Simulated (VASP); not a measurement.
PbSe: single point with r2SCAN

PbSe:

```
Pb Se
1.0
     3.67840    0.00000    0.00000
     0.00000    3.67840    0.00000
     0.00000    0.00000    3.67840
Pb Se
1 1
Direct
  0.00000 0.00000 0.00000
  0.50000 0.50000 0.50000
```

This cell differs from its parent crystal: strained.

```
Program             : VASP 6.6.1
Task                : single point
Functional          : r2SCAN
Potentials or basis : VASP PAW PBE potentials, release 64 (Pb_d, Se)
Cutoff              : 520 eV
k mesh              : 12 × 12 × 12
Occupations         : gaussian, width 0.1 eV
Spin                : no spin polarisation
```

The pressure is 4.4 GPa. The band gap on the k mesh is zero (bands 10 and 11 overlap by 0.84 eV).

Levels at points of the mesh, in eV from the Fermi level:
| k point | band 7 | band 8 | band 9 | band 10 | band 11 | band 12 | band 13 | band 14 |
| --- | --- | --- | --- | --- | --- | --- | --- | --- |
| (0.00, 0.00, 0.00) | -6.98 | -1.83 | -1.83 | -1.83 | 5.55 | 5.55 | 7.03 | 7.03 |
| (0.50, 0.00, 0.00) | -9.62 | -0.42 | -0.42 | -0.09 | 0.51 | 3.75 | 3.75 | 6.88 |
| (0.50, 0.50, 0.00) | -7.75 | -4.99 | -4.99 | -0.14 | 4.75 | 4.75 | 5.67 | 7.61 |
| (0.50, 0.50, 0.50) | -6.47 | -2.76 | -2.76 | -2.76 | -0.67 | -0.67 | -0.67 | 15.78 |

Run time: 2.6 min on 1 thread of AMD EPYC 7R13 Processor (Zen 3), on a shared host, peak memory 0.19 GiB.

Caveat: the cell differs from its parent crystal (strained); the cell stands under pressure; the PAW data sets were made with another functional, which shifts forces and pressure a little; spin-orbit coupling is left out, which moves the levels of the heavy elements.
